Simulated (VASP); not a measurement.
Runs of VASP 6.6.1 on HfO2. The structure is tetragonal, space group P4_2/nmc (No. 137). Conventional cell: a = 3.558 Å, b = 3.558 Å, c = 5.172 Å, α = 90.00°, β = 90.00°, γ = 90.00°. Hf (site symmetry -4m2) has 8 O at 2.05 to 2.37 Å within 2.7 Å. Within 2.7 Å of O (site symmetry 2mm) lie 4 Hf at 2.05 to 2.37 Å and 6 O at 2.57 to 2.59 Å. 

```tsv
k mesh	gap on the mesh (eV)	pressure (GPa)	largest force (eV/Å)
4 × 4 × 3	4.56	-7.7	-
6 × 6 × 4	(b)	-7.7	-
3 × 3 × 2	4.54	-7.5	(a)
2 × 2 × 2	4.48	-6.4	0.15
```

Alike in all rows: task single point; level LDA; potentials or basis VASP PAW LDA potentials, release 64 (Hf_pv, O); no spin polarisation; cell as given; cutoff (eV) 600; smearing gaussian 0.01 eV.

Task: Estimate the missing entries.

Result: (a) 0.01; (b) 4.55.

Caveats: some runs use coarse meshes; spin-orbit coupling is left out, which moves the levels of the heavy elements.

A k mesh can miss the band edges, and the runs leave out spin-orbit coupling on Hf.
